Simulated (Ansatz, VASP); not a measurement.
# One calculation of Se, two programs

The input INCAR:

```
SYSTEM = Se
PREC     = Accurate       ! precision mode
ENCUT    = 520            ! plane-wave cutoff, eV
EDIFF    = 1E-6           ! SCF threshold, eV
ISMEAR   = -1             ! smearing method
SIGMA    = 0.05           ! smearing width, eV
LREAL    = .FALSE.        ! projectors in reciprocal space
LASPH    = .TRUE.         ! aspherical terms in the spheres
NELM     = 60             ! most SCF steps
ALGO     = Normal         ! electronic algorithm
ISIF     = 2              ! what is computed and relaxed
LWAVE    = .FALSE.        ! write WAVECAR
LCHARG   = .FALSE.        ! write CHGCAR
NBANDS   = 16             ! bands
```

Contents of KPOINTS:

```
regular mesh
0
G
  9 9 6
  0 0 0
```

POSCAR

```
Se
1.0
    3.7885354173      0.0000000000      0.0000000000
   -1.8942677086      3.2809679145      0.0000000000
    0.0000000000      0.0000000000      4.9069235471
Se
3
Direct
    0.2543546525      1.0000000000      0.3333333333
    1.0000000000      0.2543546525      0.6666666667
    0.7456453475      0.7456453475      1.0000000000
```

Input for Ansatz:

```yaml
crystal:
  lattice:
    - [3.7885354173, 0.0, 0.0]
    - [-1.8942677086, 3.2809679145, 0.0]
    - [0.0, 0.0, 4.9069235471]
  atoms:
    - { symbol: Se, position: [0.2543546525, 1.0, 0.3333333333] }
    - { symbol: Se, position: [1.0, 0.2543546525, 0.6666666667] }
    - { symbol: Se, position: [0.7456453475, 0.7456453475, 1.0] }
hamiltonian:
  xc: lda
  pseudopotentials:
    kind: paw
    azcp:
      Se: "pseudopotentials/Se.paw.azcp"
basis:
  ecutwfc: 420
  fft_grid_basis: typed
kpoints:
  mp_grid: { grid: [9, 9, 6], shift: [0, 0, 0] }
magnetization:
  spin_polarized: false
scf:
  occupations: { method: fermi_dirac, width: 0.05 }
output:
  stress: true
```

Alike in both runs: task single point; functional LDA; k mesh 9 × 9 × 6; occupations fermi-dirac, width 0.05 eV; no spin polarisation.

|  | VASP | Ansatz |
| --- | --- | --- |
| version | VASP 6.6.1 | Ansatz 0.2.0 |
| potentials or method | VASP PAW LDA potentials, release 64 (Se), cutoff 520 eV | plane waves (420 eV) with PAW, scalar-relativistic |
| valence electrons in the cell | 18 | 48 |

Ansatz gave:

```
pressure (GPa)                                                : 12.5
traceless stress, the component that is largest in VASP (GPa) : 3.75
```

**Question.** Which values does VASP return?

**Answer.** Pressure (GPa): 13.0; traceless stress, the component that is largest in VASP (GPa): 3.94.

Ansatz warns that its potentials were made for another functional, while VASP's fit it. LDA's correlation is that of Perdew and Zunger in VASP and of Perdew and Wang (1992) in Ansatz. VASP's potentials hold 18 valence electrons a cell and Ansatz's 48, so a difference there can come from the potentials and not from the codes.
